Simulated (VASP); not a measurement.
# Al (Im-3m) in VASP: a series of runs, part 2 of 2

VASP 6.6.1. Earlier steps stand in the parts before.

## Step 4: Single point, r2SCAN

This run uses another cell than the first one, of 17.24 Å³/atom, 1.059 times its volume.

The input, POSCAR:

```
Al
1.0
   -1.6275133079      1.6275133079      1.6275133079
    1.6275133079     -1.6275133079      1.6275133079
    1.6275133079      1.6275133079     -1.6275133079
Al
1
Direct
    0.0000000000      0.0000000000      0.0000000000
```

The input, INCAR.step1:

```
PREC = Accurate
ENCUT = 520
ISMEAR = -1
SIGMA = 0.1
LREAL = False
LASPH = True
NELM = 60
NBANDS = 8
GGA = PE
ALGO = Normal
EDIFF = 1E-4
LWAVE = True
LCHARG = False
```

The input, INCAR.step2:

```
PREC = Accurate
ENCUT = 520
EDIFF = 1E-6
ISMEAR = -1
SIGMA = 0.1
LREAL = False
LASPH = True
NELM = 60
ALGO = Normal
ISIF = 2
LWAVE = False
LCHARG = True
METAGGA = R2SCAN
LMIXTAU = True
LELF = True
LVHAR = True
NBANDS = 8
ISTART = 1
```

The input, KPOINTS:

```
Automatic mesh
0
Gamma
  13 13 13
```

Potentials or basis: VASP PAW PBE potentials, release 64 (Al).

Command:

```console
$ cat potpaw_PBE.64/Al/POTCAR > POTCAR
$ cp INCAR.step1 INCAR
$ mpirun -np 1 vasp_std > vasp.out
$ cp INCAR.step2 INCAR
$ mpirun -np 1 vasp_std > vasp.out
```

OUTCAR:

```text
PREC = Accurate
   ENCUT = 520
   EDIFF = 1E-6
   ISMEAR = -1
   LREAL = False
   LASPH = True
   NELM = 60
   ISIF = 2
   METAGGA = R2SCAN
   ISTART = 1

 ion  position               nearest neighbor table
   1  0.000  0.000  0.000-

  LATTYP: Found a body centered cubic cell.
 ALAT       =     3.2550266158

  Lattice vectors:

 A1 = (  -1.6275133079,   1.6275133079,   1.6275133079)
 A2 = (   1.6275133079,  -1.6275133079,   1.6275133079)
 A3 = (   1.6275133079,   1.6275133079,  -1.6275133079)

Analysis of symmetry for initial positions (statically):
=====================================================================
 Subroutine PRICEL returns:
 Original cell was already a primitive cell.

 Routine SETGRP: Setting up the symmetry group for a
 body centered cubic supercell.

 Subroutine GETGRP returns: Found 48 space group operations
 (whereof 48 operations were pure point group operations)
 out of a pool of 48 trial point group operations.

The static configuration has the point symmetry O_h .

Analysis of symmetry for dynamics (positions and initial velocities):
=====================================================================
 Subroutine PRICEL returns:
 Original cell was already a primitive cell.

 Routine SETGRP: Setting up the symmetry group for a
 body centered cubic supercell.

 Subroutine GETGRP returns: Found 48 space group operations
 (whereof 48 operations were pure point group operations)
 out of a pool of 48 trial point group operations.

The dynamic configuration has the point symmetry O_h .

 Subroutine INISYM returns: Found 48 space group operations
 (whereof 48 operations are pure point group operations),
 and found     1 'primitive' translations

----------------------------------------------------------------------------------------

                                     Primitive cell

  volume of cell :      17.2438

  direct lattice vectors                    reciprocal lattice vectors
    -1.627513308  1.627513308  1.627513308     0.000000000  0.307217150  0.307217150
     1.627513308 -1.627513308  1.627513308     0.307217150  0.000000000  0.307217150
     1.627513308  1.627513308 -1.627513308     0.307217150  0.307217150  0.000000000

  length of vectors
     2.818935739  2.818935739  2.818935739     0.434470660  0.434470660  0.434470660

  position of ions in fractional coordinates (direct lattice)
     0.000000000  0.000000000  0.000000000

  ion indices of the primitive-cell ions
   primitive index   ion index
                 1           1

----------------------------------------------------------------------------------------

 KPOINTS: Automatic mesh

Automatic generation of k-mesh.
 Grid dimensions read from file:
 generate k-points for:   13   13   13

 Generating k-lattice:

  Cartesian coordinates                     Fractional coordinates (reciprocal lattice)
     0.000000000  0.023632088  0.023632088     0.076923077  0.000000000  0.000000000
     0.023632088  0.000000000  0.023632088     0.000000000  0.076923077  0.000000000
     0.023632088  0.023632088  0.000000000     0.000000000  0.000000000  0.076923077

  Length of vectors
     0.033420820  0.033420820  0.033420820

  Shift w.r.t. Gamma in fractional coordinates (k-lattice)
     0.000000000  0.000000000  0.000000000

 Subroutine IBZKPT returns following result:
 ===========================================

 Found     84 irreducible k-points:

 Following reciprocal coordinates:
            Coordinates               Weight
  0.000000  0.000000  0.000000      1.000000
  0.076923  0.000000  0.000000     12.000000
  0.153846  0.000000  0.000000     12.000000
  0.230769  0.000000  0.000000     12.000000
  0.307692  0.000000  0.000000     12.000000
  0.384615  0.000000  0.000000     12.000000
[... 16 lines left out ...]
  0.153846  0.076923  0.076923     24.000000
  0.230769  0.076923  0.076923     24.000000
 [... further k-points ...]
   k-points           NKPTS =     84   k-points in BZ     NKDIM =     84   number of bands    NBANDS=      8
   number of dos      NEDOS =    301   number of ions     NIONS =      1
   total plane-waves  NPLWV =  13824
   dimension x,y,z NGX =    24 NGY =   24 NGZ =   24
   dimension x,y,z NGXF=    48 NGYF=   48 NGZF=   48
   ions per type =               1
   NGX,Y,Z   is equivalent  to a cutoff of  14.15, 14.15, 14.15 a.u.
   NGXF,Y,Z  is equivalent  to a cutoff of  28.31, 28.31, 28.31 a.u.
 SYSTEM =  unknown system
   PREC   = accura    normal or accurate (medium, high low for compatibility)
   ISTART =      1    job   : 0-new  1-cont  2-samecut
   ICHARG =      0    charge: 1-file 2-atom 10-const
   ISPIN  =      1    spin polarized calculation?
   LNONCOLLINEAR =      F non collinear calculations
   LSORBIT =      F    spin-orbit coupling
   LASPH  =      T    aspherical Exc in radial PAW
   ENCUT  =  520.0 eV  38.22 Ry    6.18 a.u.   5.24  5.24  5.24*2*pi/ulx,y,z
   NELM   =     60;   NELMIN=  2; NELMDL=  0     # of ELM steps
   EDIFF  = 0.1E-05   stopping-criterion for ELM
   LREAL  =      F    real-space projection
   EDIFFG = 0.1E-04   stopping-criterion for IOM
   NSW    =      0    number of steps for IOM
   IBRION =     -1    ionic relax: 0-MD 1-quasi-New 2-CG
   NFREE  =      0    steps in history (QN), initial steepest desc. (CG)
   ISIF   =      2    stress and relaxation
   ISYM   =      2    0-nonsym 1-usesym 2-fastsym
   POTIM  = 0.5000    time-step for ionic-motion
   TEBEG  =    0.0;   TEEND  =   0.0 temperature during run
   PSTRESS=    0.0 pullay stress
   NELECT =       3.0000    total number of electrons
   NUPDOWN=      -1.0000    fix difference up-down
   EMIN   =  10.00;   EMAX   =-10.00  energy-range for DOS
   EFERMI =   0.00;   METHOD = LEGACY
   ISMEAR =    -1;   SIGMA  =   0.10  broadening in eV -4-tet -1-fermi 0-gaus
   EFERMI_NEDOS =   21; number of points for ismear=-14 and -15
   IALGO  =     38    algorithm
   IMIX   =      4    mixing-type and parameters
     AMIX     =   0.40;   BMIX     =  1.00
     AMIX_MAG =   1.60;   BMIX_MAG =  1.00
  volume/ion in A,a.u.               =      17.24       116.37
  Fermi-wavevector in a.u.,A,eV,Ry     =   0.913911  1.727042 11.364046  0.835234
  Thomas-Fermi vector in A             =   2.038477
   LORBIT       =      0    0 simple, 1 ext, 2 COOP (PROOUT), +10 PAW based schemes
   METAGGA = R2SCAN    functional components
   LHFCALC =     F    Hartree Fock is set to
   AEXX    =    0.0000 exact exchange contribution
   IVDW    =     0    specifies the selected vdW correction
   LEPSILON=     F    determine dielectric tensor
   LRPA    =     F    only Hartree local field effects (RPA)
 non-spin polarized calculation
  energy-cutoff  :      520.00
  volume of cell :       17.24
 maximum number of plane-waves:       478
 NGX is ok and might be reduce to    24
   NGX = 11   NGY = 11   NGZ = 11

 number of electron       3.0000000 magnetization

 Free energy of the ion-electron system (eV)
  ---------------------------------------------------
  ext. energy  EPLUGINS =         0.00000000
  ---------------------------------------------------
  free energy    TOTEN  =        -6.61546748 eV

  energy without entropy =       -6.60328077  energy(sigma->0) =       -6.60937413

 E-fermi :   7.5931     XC(G=0): -10.7615

 val. band max:        7.4622691938   @ k =   0.3077   0.1538   0.0000
 cond. band min:       7.6258335444   @ k =  -0.3846   0.3846   0.1538
 fundamental gap:      0.1635643506
 Fermi energy:         7.5931447238

 k-point     1 :       0.0000    0.0000    0.0000
  band No.  band energies     occupation
      1      -3.9722      2.00000
      2      21.3445      0.00000
      3      21.3445      0.00000
      4      21.3446      0.00000
      5      22.8173      0.00000
      6      22.8173      0.00000
      7      22.8174      0.00000
      8      24.4996      0.00000
[... 243 lines left out ...]
 k-point    24 :       0.2308    0.0769    0.0769
  band No.  band energies     occupation
      1      -0.8306      2.00000
      2      10.0778      0.00000
      3      14.0085      0.00000
      4      14.5940      0.00000
      5      22.5277      0.00000
      6      23.0375      0.00000
      7      26.7337      0.00000
      8      27.0420      0.00000

 [... further k-points ...]

------------------------ aborting loop because EDIFF is reached ----------------------------------------

  FORCE on cell =-STRESS in cart. coord.  units (eV):
  Direction    XX          YY          ZZ          XY          YZ          ZX
  --------------------------------------------------------------------------------------
  -------------------------------------------------------------------------------------
  Total       -0.5326851     -0.5326851     -0.5326851      0.0000000      0.0000000     -0.0000000
  in kB      -49.4934240    -49.4934240    -49.4934240      0.0000000      0.0000000     -0.0000000
  external PRESSURE =     -49.4934240 kB  Pullay stress =       0.0000000 kB

 VOLUME and BASIS-vectors are now :
 -----------------------------------------------------------------------------
  energy-cutoff  :      520.00
  volume of cell :       17.24
      direct lattice vectors                 reciprocal lattice vectors
    -1.627513308  1.627513308  1.627513308     0.000000000  0.307217150  0.307217150
     1.627513308 -1.627513308  1.627513308     0.307217150  0.000000000  0.307217150
     1.627513308  1.627513308 -1.627513308     0.307217150  0.307217150  0.000000000

 POSITION                                       TOTAL-FORCE (eV/Angst)
 -----------------------------------------------------------------------------------
      0.00000      0.00000      0.00000        -0.000000      0.000000     -0.000000
 -----------------------------------------------------------------------------------
    total drift:                                0.000000      0.000000      0.000000

  FREE ENERGIE OF THE ION-ELECTRON SYSTEM (eV)
  ---------------------------------------------------
  free  energy   TOTEN  =        -6.6154674799 eV

  energy  without entropy=       -6.6032807712  energy(sigma->0) =       -6.60937413
```

OUTCAR.step1:

```text
PREC = Accurate
   ENCUT = 520
   ISMEAR = -1
   LREAL = False
   LASPH = True
   NELM = 60
[... 479 lines left out ...]
 POSITION                                       TOTAL-FORCE (eV/Angst)
 -----------------------------------------------------------------------------------
      0.00000      0.00000      0.00000        -0.000000      0.000000     -0.000000
 -----------------------------------------------------------------------------------
    total drift:                                0.000000      0.000000      0.000000

  FREE ENERGIE OF THE ION-ELECTRON SYSTEM (eV)
  ---------------------------------------------------
  free  energy   TOTEN  =        -3.6558737576 eV

  energy  without entropy=       -3.6414473251  energy(sigma->0) =       -3.64866054
```

Wall time 36 s (1 thread of Intel Xeon Platinum 8259CL at 2.50GHz (Skylake/Cascade Lake), shared host); peak memory 0.13 GiB.

What came out:

| Item | Value |
| --- | --- |
| Free energy | -6.6155 eV |
| Pressure | -4.9 GPa |

Caveat: the PAW data sets were made with another functional, which shifts forces and pressure a little.

## Step 5: Summary

```tsv
cell	gap on the mesh (eV)	pressure (GPa)
a = 2.765 Å, angles 109.5°, 1 atom	none	-0.8
a = 2.792 Å, angles 109.5°, 1 atom	none	-3.0
a = 2.819 Å, angles 109.5°, 1 atom	none	-4.9
```

Alike in all rows: task single point; level r2SCAN; potentials or basis VASP PAW PBE potentials, release 64 (Al); no spin polarisation; k mesh 13 × 13 × 13; cutoff (eV) 520; smearing fermi-dirac 0.1 eV.

Caveats: the PAW data sets were made with another functional, which shifts forces and pressure a little.

Absolute energies hang on the potentials; compare differences alone.
